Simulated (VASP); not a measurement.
# Al2O3 (R-3c) in VASP: further runs

Runs on Al2O3. Level: PBE. Tasks: single point.

All numbers are computed with VASP 6.6.1; they aren't measurements. Logs are shortened: lines on timing, memory, paths and dates and some standing lists are left out, and cuts for length are marked.

**What was measured.**

From “Multi-petahertz electron interference in Cr:Al2O3 solid-state material”, 2018, pmc:5906618, for a bulk crystal of Al2O3: band gap 8.7 eV (optical).

How close the calculation comes is told below.

## 1. The cell of the first run

Symmetry: R-3c, No. 167, trigonal system. Conventional cell: a = 4.809 Å, b = 4.809 Å, c = 13.123 Å, α = 90.00°, β = 90.00°, γ = 120.00°. Al (site symmetry 3) has 6 O at 1.87 to 1.99 Å within 2.5 Å. O (site symmetry 2) has 4 Al at 1.87 to 1.99 Å within 2.5 Å.

## 2. Single point, PBE

The input, INCAR:

```
PREC = Accurate ; ENCUT = 520
EDIFF = 1E-6 ; ISMEAR = 0
SIGMA = 0.02 ; LREAL = F
LASPH = T ; NELM = 60
ALGO = Normal ; ISIF = 2
LWAVE = F ; LCHARG = T
GGA = PE ; LELF = T
LVHAR = T ; NBANDS = 35
```

The input, KPOINTS:

```
regular mesh
0
Gamma
  6 6 6
```

The input, POSCAR:

```
Al2O3
1.0
    2.4043544254      1.3881546747      4.3744828318
   -2.4043544254      1.3881546747      4.3744828318
    0.0000000000     -2.7763093495      4.3744828317
Al O
4 6
Direct
    0.8521479318      0.8521479318      0.8521479318
    0.6478520682      0.6478520682      0.6478520682
    0.1478520682      0.1478520682      0.1478520682
    0.3521479318      0.3521479318      0.3521479318
    0.0561765927      0.4438234073      0.7500000000
    0.7500000000      0.0561765927      0.4438234073
    0.4438234073      0.7500000000      0.0561765927
    0.9438234073      0.5561765927      0.2500000000
    0.2500000000      0.9438234073      0.5561765927
    0.5561765927      0.2500000000      0.9438234073
```

Potentials or basis: VASP PAW PBE potentials, release 64 (Al, O).

Command:

```bash
$ cat potpaw_PBE.64/Al/POTCAR potpaw_PBE.64/O/POTCAR > POTCAR
$ mpirun -np 1 vasp_std > vasp.out
```

OUTCAR:

```text
PREC = Accurate
   ENCUT = 520
   EDIFF = 1E-6
   ISMEAR = 0
   LREAL = F
   LASPH = T
   NELM = 60
   ISIF = 2
   GGA = PE

 ion  position               nearest neighbor table
   1  0.852  0.852  0.852-   8 1.87  10 1.87   9 1.87   6 1.99   5 1.99   7 1.99   2 2.68   3 2.82
                             3 2.82   3 2.82   2 3.25   2 3.25   2 3.25
   2  0.648  0.648  0.648-   8 1.87   9 1.87  10 1.87   7 1.99   5 1.99   6 1.99   1 2.68   4 2.82
                             4 2.82   4 2.82   1 3.25   1 3.25   1 3.25
   3  0.148  0.148  0.148-   5 1.87   7 1.87   6 1.87   9 1.99   8 1.99  10 1.99   4 2.68   1 2.82
                             1 2.82   1 2.82   4 3.25   4 3.25   4 3.25
   4  0.352  0.352  0.352-   5 1.87   6 1.87   7 1.87  10 1.99   8 1.99   9 1.99   3 2.68   2 2.82
                             2 2.82   2 2.82   3 3.25   3 3.25   3 3.25
   5  0.056  0.444  0.750-   3 1.87   4 1.87   1 1.99   2 1.99
   6  0.750  0.056  0.444-   4 1.87   3 1.87   1 1.99   2 1.99
   7  0.444  0.750  0.056-   3 1.87   4 1.87   2 1.99   1 1.99
   8  0.944  0.556  0.250-   1 1.87   2 1.87   3 1.99   4 1.99
   9  0.250  0.944  0.556-   2 1.87   1 1.87   3 1.99   4 1.99
  10  0.556  0.250  0.944-   1 1.87   2 1.87   4 1.99   3 1.99

  LATTYP: Found a trigonal (rhomboedric) cell.
 ALAT       =     5.1811189573
 COS(alpha) =     0.5692950700

  Lattice vectors:

 A1 = (   2.4043544254,   1.3881546747,   4.3744828318)
 A2 = (  -2.4043544254,   1.3881546747,   4.3744828318)
 A3 = (   0.0000000000,  -2.7763093495,   4.3744828317)

Analysis of symmetry for initial positions (statically):
=====================================================================
 Subroutine PRICEL returns:
 Original cell was already a primitive cell.

 Routine SETGRP: Setting up the symmetry group for a
 trigonal (rhombohedral) supercell.

 Subroutine GETGRP returns: Found 12 space group operations
 (whereof  6 operations were pure point group operations)
 out of a pool of 12 trial point group operations.

The static configuration has the point symmetry S_6 .
 The point group associated with its full space group is D_3d.

Analysis of symmetry for dynamics (positions and initial velocities):
=====================================================================
 Subroutine PRICEL returns:
 Original cell was already a primitive cell.

 Routine SETGRP: Setting up the symmetry group for a
 trigonal (rhombohedral) supercell.

 Subroutine GETGRP returns: Found 12 space group operations
 (whereof  6 operations were pure point group operations)
 out of a pool of 12 trial point group operations.

The dynamic configuration has the point symmetry S_6 .
 The point group associated with its full space group is D_3d.

 Subroutine INISYM returns: Found 12 space group operations
 (whereof  6 operations are pure point group operations),
 and found     1 'primitive' translations

----------------------------------------------------------------------------------------

                                     Primitive cell

  volume of cell :      87.6021

  direct lattice vectors                    reciprocal lattice vectors
     2.404354425  1.388154675  4.374482832     0.207956030  0.120063470  0.076199484
    -2.404354425  1.388154675  4.374482832    -0.207956030  0.120063470  0.076199484
     0.000000000 -2.776309349  4.374482832     0.000000000 -0.240126939  0.076199484

  length of vectors
     5.181118957  5.181118957  5.181118957     0.251927188  0.251927188  0.251927188

  position of ions in fractional coordinates (direct lattice)
     0.852147932  0.852147932  0.852147932
     0.647852068  0.647852068  0.647852068
     0.147852068  0.147852068  0.147852068
     0.352147932  0.352147932  0.352147932
     0.056176593  0.443823407  0.750000000
     0.750000000  0.056176593  0.443823407
     0.443823407  0.750000000  0.056176593
     0.943823407  0.556176593  0.250000000
     0.250000000  0.943823407  0.556176593
     0.556176593  0.250000000  0.943823407

  ion indices of the primitive-cell ions
   primitive index   ion index
                 1           1
                 2           2
                 3           3
                 4           4
                 5           5
                 6           6
                 7           7
                 8           8
                 9           9
                10          10

----------------------------------------------------------------------------------------

 KPOINTS: regular mesh

Automatic generation of k-mesh.
 Grid dimensions read from file:
 generate k-points for:    6    6    6

 Generating k-lattice:

  Cartesian coordinates                     Fractional coordinates (reciprocal lattice)
     0.034659338  0.020010578  0.012699914     0.166666667  0.000000000 -0.000000000
    -0.034659338  0.020010578  0.012699914     0.000000000  0.166666667 -0.000000000
     0.000000000 -0.040021157  0.012699914    -0.000000000 -0.000000000  0.166666667

  Length of vectors
     0.041987865  0.041987865  0.041987865

  Shift w.r.t. Gamma in fractional coordinates (k-lattice)
     0.000000000  0.000000000  0.000000000

 Subroutine IBZKPT returns following result:
 ===========================================

 Found     32 irreducible k-points:

 Following reciprocal coordinates:
            Coordinates               Weight
  0.000000  0.000000  0.000000      1.000000
  0.166667  0.000000  0.000000      6.000000
  0.333333  0.000000  0.000000      6.000000
  0.500000 -0.000000  0.000000      3.000000
  0.166667  0.166667  0.000000      6.000000
  0.333333  0.166667  0.000000     12.000000
[... 16 lines left out ...]
  0.500000  0.500000  0.166667      6.000000
 -0.333333  0.500000  0.166667     12.000000
 [... further k-points ...]
   k-points           NKPTS =     32   k-points in BZ     NKDIM =     32   number of bands    NBANDS=     35
   number of dos      NEDOS =    301   number of ions     NIONS =     10
   total plane-waves  NPLWV =  64000
   dimension x,y,z NGX =    40 NGY =   40 NGZ =   40
   dimension x,y,z NGXF=    80 NGYF=   80 NGZF=   80
   ions per type =               4   6
   NGX,Y,Z   is equivalent  to a cutoff of  12.83, 12.83, 12.83 a.u.
   NGXF,Y,Z  is equivalent  to a cutoff of  25.67, 25.67, 25.67 a.u.
 SYSTEM =  unknown system
   PREC   = accura    normal or accurate (medium, high low for compatibility)
   ISTART =      0    job   : 0-new  1-cont  2-samecut
   ICHARG =      2    charge: 1-file 2-atom 10-const
   ISPIN  =      1    spin polarized calculation?
   LNONCOLLINEAR =      F non collinear calculations
   LSORBIT =      F    spin-orbit coupling
   LASPH  =      T    aspherical Exc in radial PAW
   ENCUT  =  520.0 eV  38.22 Ry    6.18 a.u.   9.63  9.63  9.63*2*pi/ulx,y,z
   NELM   =     60;   NELMIN=  2; NELMDL= -5     # of ELM steps
   EDIFF  = 0.1E-05   stopping-criterion for ELM
   LREAL  =      F    real-space projection
   EDIFFG = 0.1E-04   stopping-criterion for IOM
   NSW    =      0    number of steps for IOM
   IBRION =     -1    ionic relax: 0-MD 1-quasi-New 2-CG
   NFREE  =      0    steps in history (QN), initial steepest desc. (CG)
   ISIF   =      2    stress and relaxation
   ISYM   =      2    0-nonsym 1-usesym 2-fastsym
   POTIM  = 0.5000    time-step for ionic-motion
   TEBEG  =    0.0;   TEEND  =   0.0 temperature during run
   PSTRESS=    0.0 pullay stress
   NELECT =      48.0000    total number of electrons
   NUPDOWN=      -1.0000    fix difference up-down
   EMIN   =  10.00;   EMAX   =-10.00  energy-range for DOS
   EFERMI =   0.00;   METHOD = LEGACY
   ISMEAR =     0;   SIGMA  =   0.02  broadening in eV -4-tet -1-fermi 0-gaus
   EFERMI_NEDOS =   21; number of points for ismear=-14 and -15
   IALGO  =     38    algorithm
   IMIX   =      4    mixing-type and parameters
     AMIX     =   0.40;   BMIX     =  1.00
     AMIX_MAG =   1.60;   BMIX_MAG =  1.00
  volume/ion in A,a.u.               =       8.76        59.12
  Fermi-wavevector in a.u.,A,eV,Ry     =   1.339627  2.531527 24.417012  1.794600
  Thomas-Fermi vector in A             =   2.468004
   LORBIT       =      0    0 simple, 1 ext, 2 COOP (PROOUT), +10 PAW based schemes
   GGA     = PE    functional components
   LHFCALC =     F    Hartree Fock is set to
   AEXX    =    0.0000 exact exchange contribution
   IVDW    =     0    specifies the selected vdW correction
   LEPSILON=     F    determine dielectric tensor
   LRPA    =     F    only Hartree local field effects (RPA)
 non-spin polarized calculation
 Gauss-broadening in eV      SIGMA  =   0.02
  energy-cutoff  :      520.00
  volume of cell :       87.60
 maximum number of plane-waves:      2371
 NGX is ok and might be reduce to    40
   NGX = 19   NGY = 19   NGZ = 19

 number of electron      48.0000008 magnetization

 Free energy of the ion-electron system (eV)
  ---------------------------------------------------
  ext. energy  EPLUGINS =         0.00000000
  ---------------------------------------------------
  free energy    TOTEN  =       -74.81221860 eV

  energy without entropy =      -74.81221860  energy(sigma->0) =      -74.81221860

 E-fermi :   5.9288     XC(G=0): -11.5382

 val. band max:        5.8000881843   @ k =   0.0000   0.0000   0.0000
 cond. band min:      11.6470476143   @ k =   0.0000   0.0000   0.0000
 fundamental gap:      5.8469594300
 Fermi energy:         5.9287630285

 k-point     1 :       0.0000    0.0000    0.0000
  band No.  band energies     occupation
      1     -13.2134      2.00000
      2     -10.9928      2.00000
      3     -10.7300      2.00000
      4     -10.7300      2.00000
      5     -10.4234      2.00000
      6     -10.4234      2.00000
[... 27 lines left out ...]
     34      18.9413      0.00000
     35      20.1474      0.00000

 k-point     2 :       0.1667    0.0000    0.0000
  band No.  band energies     occupation
      1     -13.0758      2.00000
      2     -11.0625      2.00000
      3     -10.8054      2.00000
      4     -10.7556      2.00000
      5     -10.4887      2.00000
      6     -10.4337      2.00000
[... 27 lines left out ...]
     34      18.5140      0.00000
     35      19.9841      0.00000

 k-point     3 :       0.3333    0.0000    0.0000
  band No.  band energies     occupation
      1     -12.6852      2.00000
      2     -11.4972      2.00000
      3     -10.7807      2.00000
      4     -10.7530      2.00000
      5     -10.6260      2.00000
      6     -10.4954      2.00000
[... 27 lines left out ...]
     34      19.0673      0.00000
     35      19.2382      0.00000

 k-point     4 :       0.5000   -0.0000    0.0000
  band No.  band energies     occupation
      1     -12.1135      2.00000
      2     -12.1135      2.00000
      3     -10.7405      2.00000
      4     -10.7405      2.00000
      5     -10.6182      2.00000
      6     -10.6182      2.00000
[... 27 lines left out ...]
     34      18.4307      0.00000
     35      18.8197      0.00000

 k-point     5 :       0.1667    0.1667    0.0000
  band No.  band energies     occupation
      1     -13.0383      2.00000
      2     -11.0699      2.00000
      3     -10.8383      2.00000
      4     -10.7523      2.00000
      5     -10.5496      2.00000
      6     -10.4096      2.00000
[... 638 lines left out ...]
 k-point    22 :      -0.1667    0.3333    0.1667
  band No.  band energies     occupation
      1     -12.3753      2.00000
      2     -11.4825      2.00000
      3     -11.0907      2.00000
      4     -10.9490      2.00000
      5     -10.6300      2.00000
      6     -10.4744      2.00000
[... 27 lines left out ...]
     34      18.9701      0.00000
     35      19.0234      0.00000

 k-point    23 :       0.5000    0.5000    0.1667
  band No.  band energies     occupation
      1     -12.2324      2.00000
      2     -11.5641      2.00000
      3     -11.2260      2.00000
      4     -11.0067      2.00000
      5     -10.6499      2.00000
      6     -10.3809      2.00000
[... 27 lines left out ...]
     34      18.9963      0.00000
     35      19.2435      0.00000

 k-point    24 :      -0.3333    0.5000    0.1667
  band No.  band energies     occupation
      1     -11.9656      2.00000
      2     -11.6091      2.00000
      3     -11.3683      2.00000
      4     -11.1597      2.00000
      5     -10.6027      2.00000
      6     -10.4053      2.00000
[... 27 lines left out ...]
     34      19.0029      0.00000
     35      19.1076      0.00000

 [... further k-points ...]
[... 5 lines left out ...]
  --------------------------------------------------------------------------------------
  -------------------------------------------------------------------------------------
  Total       -0.0699230     -0.0699230     -0.0876729      0.0000000     -0.0000000      0.0000000
  in kB       -1.2788406     -1.2788406     -1.6034725      0.0000000     -0.0000000      0.0000000
  external PRESSURE =      -1.3870513 kB  Pullay stress =       0.0000000 kB

 VOLUME and BASIS-vectors are now :
 -----------------------------------------------------------------------------
  energy-cutoff  :      520.00
  volume of cell :       87.60
      direct lattice vectors                 reciprocal lattice vectors
     2.404354425  1.388154675  4.374482832     0.207956030  0.120063470  0.076199484
    -2.404354425  1.388154675  4.374482832    -0.207956030  0.120063470  0.076199484
     0.000000000 -2.776309349  4.374482832     0.000000000 -0.240126939  0.076199484

 POSITION                                       TOTAL-FORCE (eV/Angst)
 -----------------------------------------------------------------------------------
      0.00000     -0.00000     11.18312        -0.000000     -0.000000      0.003694
      0.00000     -0.00000      8.50205        -0.000000      0.000000     -0.003694
      0.00000     -0.00000      1.94033        -0.000000      0.000000     -0.003694
      0.00000     -0.00000      4.62140        -0.000000     -0.000000      0.003694
     -0.93204     -1.38815      5.46810        -0.000709      0.000000     -0.000000
      1.66820     -0.11309      5.46810         0.000354     -0.000614     -0.000000
     -0.73616      1.50125      5.46810         0.000354      0.000614      0.000000
      0.93204      1.38815      7.65534         0.000709      0.000000     -0.000000
     -1.66820      0.11309      7.65534        -0.000354      0.000614      0.000000
      0.73616     -1.50125      7.65534        -0.000354     -0.000614     -0.000000
 -----------------------------------------------------------------------------------
    total drift:                               -0.000000     -0.000000      0.000000

  FREE ENERGIE OF THE ION-ELECTRON SYSTEM (eV)
  ---------------------------------------------------
  free  energy   TOTEN  =       -74.8122185984 eV

  energy  without entropy=      -74.8122185984  energy(sigma->0) =      -74.81221860
```

Wall time 45 s (1 thread of Intel Xeon 6975P-C (Granite Rapids), shared host); peak memory 0.25 GiB.

What came out:

| Quantity | Value |
| --- | --- |
| Free energy | -74.8122 eV |
| Pressure | -0.1 GPa |
| Largest force | 0.004 eV/Å |
| Band gap on the k mesh | 5.85 eV, direct |

Forces on the atoms (eV/Å):
```
Al   0.000  0.000  0.004
Al   0.000  0.000 -0.004
Al   0.000  0.000 -0.004
Al   0.000  0.000  0.004
O   -0.001  0.000  0.000
O    0.000 -0.001  0.000
O    0.000  0.001  0.000
O    0.001  0.000  0.000
O    0.000  0.001  0.000
O    0.000 -0.001  0.000
```

Levels at points of the mesh, in eV from the valence-band top:
```tsv
k point	band 21	band 22	band 23	band 24	band 25	band 26	band 27	band 28
(0.00, 0.00, 0.00)	-0.46	-0.03	-0.03	0.00	5.85	8.90	10.36	11.27
(0.50, 0.00, 0.00)	-0.86	-0.86	-0.25	-0.25	9.13	9.13	9.35	9.35
(0.50, 0.50, 0.00)	-0.97	-0.87	-0.70	-0.23	9.35	9.49	9.61	10.13
(0.50, 0.50, 0.50)	-0.35	-0.35	-0.35	-0.35	8.35	8.35	10.84	10.84
```

## 3. Single point, PBE

The input, INCAR:

```
PREC = Accurate
ENCUT = 520
EDIFF = 1E-7
ISMEAR = 0
SIGMA = 0.05
LREAL = False
LASPH = True
NELM = 80
ALGO = Normal
ISIF = 2
LWAVE = False
LCHARG = True
GGA = PE
LELF = True
LVHAR = True
NBANDS = 35
```

KPOINTS is that of step 2.

POSCAR is that of step 2.

Potentials or basis: VASP PAW PBE potentials, release 64 (Al, O).

Command:

```bash
$ cat potpaw_PBE.64/Al/POTCAR potpaw_PBE.64/O/POTCAR > POTCAR
$ mpirun -np 1 vasp_std > vasp.out
```

Wall time 62 s (1 thread of Intel Xeon 6975P-C (Granite Rapids), shared host); peak memory 0.26 GiB.

It converged, with:

```
Free energy            : -74.8122 eV
Pressure               : -0.1 GPa
Largest force          : 0.004 eV/Å
Band gap on the k mesh : 5.85 eV, direct
```

Forces on the atoms (eV/Å):
```
Al   0.000  0.000  0.004
Al   0.000  0.000 -0.004
Al   0.000  0.000 -0.004
Al   0.000  0.000  0.004
O   -0.001  0.000  0.000
O    0.000 -0.001  0.000
O    0.000  0.001  0.000
O    0.001  0.000  0.000
O    0.000  0.001  0.000
O    0.000 -0.001  0.000
```

Levels at points of the mesh, in eV from the valence-band top:
| k point | band 21 | band 22 | band 23 | band 24 | band 25 | band 26 | band 27 | band 28 |
| --- | --- | --- | --- | --- | --- | --- | --- | --- |
| (0.00, 0.00, 0.00) | -0.46 | -0.03 | -0.03 | 0.00 | 5.85 | 8.90 | 10.36 | 11.27 |
| (0.50, 0.00, 0.00) | -0.86 | -0.86 | -0.25 | -0.25 | 9.13 | 9.13 | 9.35 | 9.35 |
| (0.50, 0.50, 0.00) | -0.97 | -0.87 | -0.70 | -0.23 | 9.35 | 9.49 | 9.61 | 10.13 |
| (0.50, 0.50, 0.50) | -0.35 | -0.35 | -0.35 | -0.35 | 8.35 | 8.35 | 10.84 | 10.84 |

## 4. How close it comes

Step 2. Against the measured gap of Al2O3, 8.7 eV (optical; quoted in “Multi-petahertz electron interference in Cr:Al2O3 solid-state material”, 2018, pmc:5906618), the calculated 5.85 eV is off by -2.85 eV. The value is that of PBE, without temperature or zero-point motion. Semilocal functionals fall short of measured gaps as a rule.

Step 3. Against the measured gap of Al2O3, 8.7 eV (optical; quoted in “Multi-petahertz electron interference in Cr:Al2O3 solid-state material”, 2018, pmc:5906618), the calculated 5.85 eV is off by -2.85 eV. The value is that of PBE, without temperature or zero-point motion. Semilocal functionals fall short of measured gaps as a rule.
